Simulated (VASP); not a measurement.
Set up this calculation in VASP 6.6.1, as the native input.

```yaml
Task: single point
Functional: PBE
Dispersion: D3(BJ)
Potentials_or_basis: VASP PAW PBE potentials, release 64 (C, Si)
Cutoff: 520 eV
k_mesh: 6 × 6 × 1
Occupations: gaussian, width 0.1 eV
Spin: collinear spin
Starting_moments: "[0.0, 0.0, 0.0, 0.0, 0.0, 0.0, 0.0, 0.0, 2.0] μB"
Dipole_correction: yes
Further_INCAR_settings: ALGO = Normal; EDIFF = 1e-06; NBANDS = 32
```

The structure of SiC8 lies in POSCAR:

```
SiC8
1.0
    4.9313048819      0.0000000000      0.0000000000
   -2.4656524409      4.2706353015      0.0000000000
    0.0000000000      0.0000000000     17.4000331942
C Si
8 1
Direct
    0.3333333333      0.1666666667      0.2298865266
    0.3333333333      0.6666666667      0.2298865266
    0.8333333333      0.1666666667      0.2298865266
    0.8333333333      0.6666666667      0.2298865266
    0.1666666667      0.3333333333      0.2298846189
    0.1666666667      0.8333333333      0.2298846189
    0.6666666667      0.3333333333      0.2298846189
    0.6666666667      0.8333333333      0.2298846189
    0.3333333333      0.1666666667      0.3908057599
```

These files were run (other wordings do the same):

INCAR

```
SYSTEM = SiC8
  PREC = Accurate
  ENCUT = 520
  EDIFF = 1E-6
  ISMEAR = 0
  SIGMA = 0.1
  LREAL = .FALSE.
  LASPH = .TRUE.
  NELM = 150
  ALGO = Normal
  ISIF = 2
  LWAVE = .FALSE.
  LCHARG = .FALSE.
  ISPIN = 2
  MAGMOM = 0 0 0 0 0 0 0 0 2
  LORBIT = 11
  LDIPOL = .TRUE.
  IDIPOL = 3
  DIPOL = 0.5 0.5 0.248
  GGA = PE
  IVDW = 12
  NBANDS = 32
```

KPOINTS

```
Automatic mesh
0
G
  6 6 1
  0 0 0
```

Potentials or basis: VASP PAW PBE potentials, release 64 (C, Si).

Run with:

```sh
$ cat potpaw_PBE.64/C/POTCAR potpaw_PBE.64/Si/POTCAR > POTCAR
$ mpirun -np 1 vasp_std > vasp.out
```

It gave:

| Property | Result |
| --- | --- |
| Largest force | 0.468 eV/Å |
| Net moment | 1.89 μB per cell |
| Site moments | C -0.00, +0.02, +0.01 (each value once); Si +0.52 μB |
| Valence electrons inside the program's atomic spheres | C 2.65; Si 1.51 |
| Dispersion energy per atom | -0.115 eV |

Caveat: a moment this small can come from the mesh or the smearing.

Wall time 5 min on 1 thread of Intel(R) Xeon(R) 6975P-C (Granite Rapids), with other jobs on the host, peak memory 0.72 GiB.
